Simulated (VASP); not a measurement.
# La4H (Im-3m) in VASP: further runs, part 2 of 2

VASP 6.6.1.

**3. Relaxation of cell and atoms, PBE**

This run uses another cell than the first one, of 28.32 Å³/atom, 0.991 times its volume.

File INCAR:

```
SYSTEM = La4H
  ALGO = Normal
  EDIFF = 1E-7
  EDIFFG = -0.01
  ENCUT = 600
  GGA = PE
  IBRION = 2
  ISIF = 3
  ISMEAR = 0
  LASPH = .True.
  LCHARG = .False.
  LREAL = .False.
  LWAVE = .False.
  NELM = 100
  NSW = 100
  PREC = Accurate
  SIGMA = 0.1
```

File KPOINTS:

```
k-points
0
Gamma
  8 8 8
  0 0 0
```

File POSCAR:

```
La4H
1.0
   -3.2835614406      3.2835614406      3.2835614406
    3.2835614406     -3.2835614406      3.2835614406
    3.2835614406      3.2835614406     -3.2835614406
La H
4 1
Direct
    0.5000000000      0.5000000000      0.5000000000
    0.0000000000      0.0000000000      0.5000000000
    0.0000000000      0.5000000000      0.0000000000
    0.5000000000      0.0000000000      0.0000000000
    0.0000000000      0.0000000000      0.0000000000
```

Potentials or basis: VASP PAW PBE potentials, release 64 (La, H).

Run with:

```
$ cat potpaw_PBE.64/La/POTCAR potpaw_PBE.64/H/POTCAR > POTCAR
$ mpirun -np 1 vasp_std > vasp.out
```

OUTCAR:

```text
SYSTEM = La4H
   EDIFF = 1E-7
   EDIFFG = -0.01
   ENCUT = 600
   GGA = PE
   IBRION = 2
   ISIF = 3
   ISMEAR = 0
   LASPH = .True.
   LREAL = .False.
   NELM = 100
   NSW = 100
   PREC = Accurate

 ion  position               nearest neighbor table
   1  0.500  0.500  0.500-   2 3.28   3 3.28   4 3.28   4 3.28   3 3.28   2 3.28
   2  0.000  0.000  0.500-   1 3.28   3 3.28   4 3.28   3 3.28   4 3.28   1 3.28
   3  0.000  0.500  0.000-   1 3.28   2 3.28   4 3.28   2 3.28   1 3.28   4 3.28
   4  0.500  0.000  0.000-   1 3.28   2 3.28   3 3.28   1 3.28   2 3.28   3 3.28
   5  0.000  0.000  0.000-

  LATTYP: Found a body centered cubic cell.
 ALAT       =     6.5671228812

  Lattice vectors:

 A1 = (  -3.2835614406,   3.2835614406,   3.2835614406)
 A2 = (   3.2835614406,  -3.2835614406,   3.2835614406)
 A3 = (   3.2835614406,   3.2835614406,  -3.2835614406)

Analysis of symmetry for initial positions (statically):
=====================================================================
 Subroutine PRICEL returns:
 Original cell was already a primitive cell.

 Routine SETGRP: Setting up the symmetry group for a
 body centered cubic supercell.

 Subroutine GETGRP returns: Found 48 space group operations
 (whereof 48 operations were pure point group operations)
 out of a pool of 48 trial point group operations.

The static configuration has the point symmetry O_h .

Analysis of symmetry for dynamics (positions and initial velocities):
=====================================================================
 Subroutine PRICEL returns:
 Original cell was already a primitive cell.

 Routine SETGRP: Setting up the symmetry group for a
 body centered cubic supercell.

 Subroutine GETGRP returns: Found 48 space group operations
 (whereof 48 operations were pure point group operations)
 out of a pool of 48 trial point group operations.
[... 132 lines left out ...]
   GGA     = PE    functional components
   LHFCALC =     F    Hartree Fock is set to
   AEXX    =    0.0000 exact exchange contribution
   IVDW    =     0    specifies the selected vdW correction
   LEPSILON=     F    determine dielectric tensor
   LRPA    =     F    only Hartree local field effects (RPA)
 conjugate gradient relaxation of ions
 non-spin polarized calculation
 Gauss-broadening in eV      SIGMA  =   0.10
  energy-cutoff  :      600.00
  volume of cell :      141.61
 maximum number of plane-waves:      4753
 NGX is ok and might be reduce to    48
   NGX = 23   NGY = 23   NGZ = 23

--------------------------------------- Ionic step        1  -------------------------------------------

 number of electron      45.0000003 magnetization

 Free energy of the ion-electron system (eV)
  ---------------------------------------------------
  ext. energy  EPLUGINS =         0.00000000
  ---------------------------------------------------
  free energy    TOTEN  =       -21.37338035 eV

  energy without entropy =      -21.33197978  energy(sigma->0) =      -21.35268006

------------------------ aborting loop because EDIFF is reached ----------------------------------------

  FORCE on cell =-STRESS in cart. coord.  units (eV):
  Direction    XX          YY          ZZ          XY          YZ          ZX
  --------------------------------------------------------------------------------------
  -------------------------------------------------------------------------------------
  Total        0.2171290      0.2171290      0.2171290      0.0000000      0.0000000     -0.0000000
  in kB        2.4565920      2.4565920      2.4565920      0.0000000      0.0000000     -0.0000000
  external PRESSURE =       2.4565920 kB  Pullay stress =       0.0000000 kB
[... 65 lines left out ...]
--------------------------------------- Ionic step        3  -------------------------------------------

 number of electron      45.0000003 magnetization

 Free energy of the ion-electron system (eV)
  ---------------------------------------------------
  ext. energy  EPLUGINS =         0.00000000
  ---------------------------------------------------
  free energy    TOTEN  =       -21.37430879 eV

  energy without entropy =      -21.33248474  energy(sigma->0) =      -21.35339677

 E-fermi :   8.2708     XC(G=0):  -9.7795

 val. band max:        8.2657851148   @ k =   0.2500   0.1250   0.0000
 cond. band min:       8.2755490839   @ k =   0.3750   0.1250   0.1250
 fundamental gap:      0.0097639691
 Fermi energy:         8.2708254533

 k-point     1 :       0.0000    0.0000    0.0000
  band No.  band energies     occupation
      1     -24.8271      2.00000
      2     -24.3081      2.00000
      3     -24.3081      2.00000
      4     -24.3081      2.00000
      5      -9.2171      2.00000
      6      -9.2171      2.00000
[... 709 lines left out ...]
     26       9.0424      0.00000
     27       9.2291      0.00000

 [... further k-points ...]

------------------------ aborting loop because EDIFF is reached ----------------------------------------

  FORCE on cell =-STRESS in cart. coord.  units (eV):
  Direction    XX          YY          ZZ          XY          YZ          ZX
  --------------------------------------------------------------------------------------
  -------------------------------------------------------------------------------------
  Total        0.0069344      0.0069344      0.0069344      0.0000000      0.0000000      0.0000000
  in kB        0.0778147      0.0778147      0.0778147      0.0000000      0.0000000      0.0000000
  external PRESSURE =       0.0778147 kB  Pullay stress =       0.0000000 kB
[... 20 lines left out ...]
  FREE ENERGIE OF THE ION-ELECTRON SYSTEM (eV)
  ---------------------------------------------------
  free  energy   TOTEN  =       -21.3743087923 eV

  energy  without entropy=      -21.3324847387  energy(sigma->0) =      -21.35339677

 reached required accuracy - stopping structural energy minimisation
```

CONTCAR:

```text
La4H
   1.00000000000000
    -3.2925536832714464    3.2925536832714464    3.2925536832714464
     3.2925536832714464   -3.2925536832714464    3.2925536832714464
     3.2925536832714464    3.2925536832714464   -3.2925536832714464
  La              H
     4     1
Direct
     0.5000000000000000    0.5000000000000000    0.5000000000000000
     0.0000000000000000    0.0000000000000000    0.5000000000000000
     0.0000000000000000    0.5000000000000000    0.0000000000000000
     0.5000000000000000    0.0000000000000000    0.0000000000000000
     0.0000000000000000    0.0000000000000000    0.0000000000000000

  0.00000000E+00  0.00000000E+00  0.00000000E+00
  0.00000000E+00  0.00000000E+00  0.00000000E+00
  0.00000000E+00  0.00000000E+00  0.00000000E+00
  0.00000000E+00  0.00000000E+00  0.00000000E+00
  0.00000000E+00  0.00000000E+00  0.00000000E+00
```

Wall time 4.9 min (1 thread of AMD EPYC 9R45 (Zen 5), shared host); peak memory 0.39 GiB.

Results:

```yaml
Free_energy: -21.3743 eV
Relaxed_volume: 28.56 Å³/atom
Relaxed_cell: a = 5.703 Å, b = 5.703 Å, c = 5.703 Å, α = 109.47°, β = 109.47°, γ = 109.47°
Space_group_after_relaxing_to_0.05_Å: Im-3m (No. 229)
Energy_gained_by_relaxing: 0.2 meV/atom
Ionic_steps: 3
Pressure_after_relaxing: 0.0 GPa
```

The path:
| step | energy change (eV) | largest force (eV/Å) | pressure (GPa) | volume (Å³) |
| --- | --- | --- | --- | --- |
| 1 | 0.0000 | 0.0000 | 0.25 | 141.61 |
| 2 | -0.0009 | 0.0000 | 0.06 | 142.50 |
| 3 | -0.0009 | 0.0000 | 0.01 | 142.78 |

Final structure:
```
La H
1.0
    -3.29255    3.29255    3.29255
     3.29255   -3.29255    3.29255
     3.29255    3.29255   -3.29255
La H
4 1
Direct
  0.50000 0.50000 0.50000
  0.00000 0.00000 0.50000
  0.00000 0.50000 0.00000
  0.50000 0.00000 0.00000
  0.00000 0.00000 0.00000
```

Levels at points of the mesh, in eV from the Fermi level:
```csv
k point,band 19,band 20,band 21,band 22,band 23,band 24,band 25,band 26
"(0.00, 0.00, 0.00)",-2.56,-2.56,-1.21,-1.21,0.57,0.57,0.57,1.43
"(0.50, 0.00, 0.00)",-1.09,-1.05,-0.28,-0.26,-0.05,-0.05,0.76,0.96
"(0.50, 0.50, 0.50)",-1.33,-1.33,-0.70,-0.70,-0.70,-0.34,-0.34,-0.34
```

Caveat: spin-orbit coupling is left out, which moves the levels of the heavy elements.

**4. Single point, PBE**

This run uses another cell than the first one, of 24.60 Å³/atom, 0.861 times its volume.

File INCAR:

```
SYSTEM = La4H
ALGO     = Normal         ! electronic algorithm
EDIFF    = 1E-6           ! SCF threshold, eV
ENCUT    = 520            ! plane-wave cutoff, eV
GGA      = PE             ! functional
ISIF     = 2              ! what is computed and relaxed
ISMEAR   = 0              ! smearing method
LASPH    = .TRUE.         ! aspherical terms in the spheres
LCHARG   = .FALSE.        ! write CHGCAR
LREAL    = .FALSE.        ! projectors in reciprocal space
LWAVE    = .FALSE.        ! write WAVECAR
NBANDS   = 30             ! bands
NELM     = 100            ! most SCF steps
PREC     = Accurate       ! precision mode
SIGMA    = 0.1            ! smearing width, eV
```

File KPOINTS:

```
k-points
0
G
  4 4 4
  0 0 0
```

POSCAR, as its differences from that of step 3:

```diff
@@ -2,5 +2,5 @@
 1.0
-   -3.2835614406      3.2835614406      3.2835614406
-    3.2835614406     -3.2835614406      3.2835614406
-    3.2835614406      3.2835614406     -3.2835614406
+   -3.1327682300      3.1327682300      3.1327682300
+    3.1327682300     -3.1327682300      3.1327682300
+    3.1327682300      3.1327682300     -3.1327682300
 La H
```

Run with:

```
$ cat potpaw_PBE.64/La/POTCAR potpaw_PBE.64/H/POTCAR > POTCAR
$ mpirun -np 1 vasp_std > vasp.out
```

Run time: 29 s. Hardware: 1 thread of AMD EPYC 9R45 (Zen 5), shared host; peak memory 0.22 GiB.

It converged, with:

* Free energy: -21.0233 eV
* Pressure: 5.2 GPa

Levels at points of the mesh, in eV from the Fermi level:
```tsv
k point	band 19	band 20	band 21	band 22	band 23	band 24	band 25	band 26
(0.00, 0.00, 0.00)	-3.12	-2.73	-1.44	-1.44	0.91	0.91	0.91	1.62
(0.50, 0.00, 0.00)	-1.08	-0.95	-0.45	-0.28	-0.23	-0.06	0.91	1.11
(0.50, 0.50, 0.50)	-1.66	-1.66	-0.41	-0.41	-0.41	-0.34	-0.34	-0.34
```

Caveat: spin-orbit coupling is left out, which moves the levels of the heavy elements.

**5. Single point, PBE**

This run uses another cell than the first one, of 28.32 Å³/atom, 0.991 times its volume.

File INCAR:

```
SYSTEM = La4H
  PREC = Accurate
  ENCUT = 520
  EDIFF = 1E-6
  ISMEAR = 0
  SIGMA = 0.1
  LREAL = .False.
  LASPH = .True.
  NELM = 60
  ALGO = Normal
  ISIF = 2
  LWAVE = .False.
  LCHARG = .False.
  GGA = PE
  NBANDS = 30
```

File KPOINTS:

```
regular mesh
0
Gamma
  4 4 4
  0 0 0
```

POSCAR, as its differences from that of step 4:

```diff
@@ -2,5 +2,5 @@
 1.0
-   -3.1327682300      3.1327682300      3.1327682300
-    3.1327682300     -3.1327682300      3.1327682300
-    3.1327682300      3.1327682300     -3.1327682300
+   -3.2835614406      3.2835614406      3.2835614406
+    3.2835614406     -3.2835614406      3.2835614406
+    3.2835614406      3.2835614406     -3.2835614406
 La H
```

Run with:

```
$ cat potpaw_PBE.64/La/POTCAR potpaw_PBE.64/H/POTCAR > POTCAR
$ mpirun -np 1 vasp_std > vasp.out
```

Run time: 47 s. Hardware: 1 thread of Intel Xeon Platinum 8375C at 2.90GHz (Ice Lake), shared host; peak memory 0.26 GiB.

The run converged. Its results:

```
Free energy : -21.2780 eV
Pressure    : -0.2 GPa
```

Levels at points of the mesh, in eV from the Fermi level:
```tsv
k point	band 19	band 20	band 21	band 22	band 23	band 24	band 25	band 26
(0.00, 0.00, 0.00)	-2.59	-2.59	-1.20	-1.20	0.60	0.60	0.60	1.47
(0.50, 0.00, 0.00)	-1.09	-1.06	-0.26	-0.25	-0.05	-0.05	0.79	0.98
(0.50, 0.50, 0.50)	-1.33	-1.33	-0.68	-0.68	-0.68	-0.32	-0.32	-0.32
```

Caveat: spin-orbit coupling is left out, which moves the levels of the heavy elements.

**6. Relaxation of cell and atoms, PBE**

This run uses another cell than the first one, of 24.60 Å³/atom, 0.861 times its volume.

File INCAR:

```
PREC = Accurate
ENCUT = 600
EDIFF = 1E-6
ISMEAR = 0
SIGMA = 0.1
LREAL = False
LASPH = True
NELM = 60
ALGO = Normal
ISIF = 3
LWAVE = False
LCHARG = False
GGA = PE
IBRION = 2
NSW = 90
EDIFFG = -0.04
```

File KPOINTS:

```
Automatic mesh
0
Gamma
  4 4 4
```

POSCAR, as its differences from that of step 5:

```diff
@@ -2,5 +2,5 @@
 1.0
-   -3.2835614406      3.2835614406      3.2835614406
-    3.2835614406     -3.2835614406      3.2835614406
-    3.2835614406      3.2835614406     -3.2835614406
+   -3.1327682300      3.1327682300      3.1327682300
+    3.1327682300     -3.1327682300      3.1327682300
+    3.1327682300      3.1327682300     -3.1327682300
 La H
```

Potentials or basis: VASP PAW PBE potentials, release 64 (La, H).

Run with:

```
$ cat potpaw_PBE.64/La/POTCAR potpaw_PBE.64/H/POTCAR > POTCAR
$ mpirun -np 1 vasp_std > vasp.out
```

It took 2.8 min on 1 thread of Intel Xeon Platinum 8375C at 2.90GHz (Ice Lake), shared host; peak memory 0.35 GiB.

The run converged. Its results:

- Free energy: -21.2784 eV
- Relaxed volume: 28.20 Å³/atom
- Relaxed cell: a = 5.679 Å, b = 5.679 Å, c = 5.679 Å, α = 109.47°, β = 109.47°, γ = 109.47°
- Space group after relaxing (to 0.05 Å): Im-3m (No. 229)
- Energy gained by relaxing: 50.5 meV/atom
- Ionic steps: 3
- Pressure after relaxing: -0.1 GPa

The path:
| step | energy change (eV) | largest force (eV/Å) | pressure (GPa) | volume (Å³) |
| --- | --- | --- | --- | --- |
| 1 | 0.0000 | 0.0000 | 5.23 | 122.98 |
| 2 | -0.2473 | 0.0000 | 0.59 | 137.85 |
| 3 | -0.2524 | 0.0000 | -0.07 | 141.01 |

Final structure:
```
La H
1.0
    -3.27894    3.27894    3.27894
     3.27894   -3.27894    3.27894
     3.27894    3.27894   -3.27894
La H
4 1
Direct
  0.50000 0.50000 0.50000
  0.00000 0.00000 0.50000
  0.00000 0.50000 0.00000
  0.50000 0.00000 0.00000
  0.00000 0.00000 0.00000
```

Levels at points of the mesh, in eV from the Fermi level:
```csv
k point,band 20,band 21,band 22,band 23,band 24,band 25
"(0.00, 0.00, 0.00)",-2.60,-1.21,-1.21,0.61,0.61,0.61
"(0.50, 0.00, 0.00)",-1.06,-0.26,-0.25,-0.05,-0.05,0.80
"(0.50, 0.50, 0.50)",-1.34,-0.67,-0.67,-0.67,-0.33,-0.33
```

Caveat: spin-orbit coupling is left out, which moves the levels of the heavy elements.

**7. Summary**

| task | cell | k mesh | cutoff (eV) | gap on the mesh (eV) | pressure (GPa) | relaxed volume (Å³/atom) |
| --- | --- | --- | --- | --- | --- | --- |
| single point | a = 5.704 Å, angles 109.5°, 5 atoms | 8 × 8 × 8 | 520 | none | 0.0 | - |
| relaxation of cell and atoms | relaxed from a = 5.687 Å, angles 109.5°, 5 atoms | 8 × 8 × 8 | 600 | none | 0.0 | 28.56 |
| single point | a = 5.426 Å, angles 109.5°, 5 atoms | 4 × 4 × 4 | 520 | none | 5.2 | - |
| single point | a = 5.687 Å, angles 109.5°, 5 atoms | 4 × 4 × 4 | 520 | none | -0.2 | - |
| relaxation of cell and atoms | relaxed from a = 5.426 Å, angles 109.5°, 5 atoms | 4 × 4 × 4 | 600 | none | -0.1 | 28.20 |

Alike in all rows: level PBE; potentials or basis VASP PAW PBE potentials, release 64 (La, H); no spin polarisation; smearing gaussian 0.1 eV.

Caveats: spin-orbit coupling is left out, which moves the levels of the heavy elements.

Absolute energies hang on the potentials; compare differences alone.
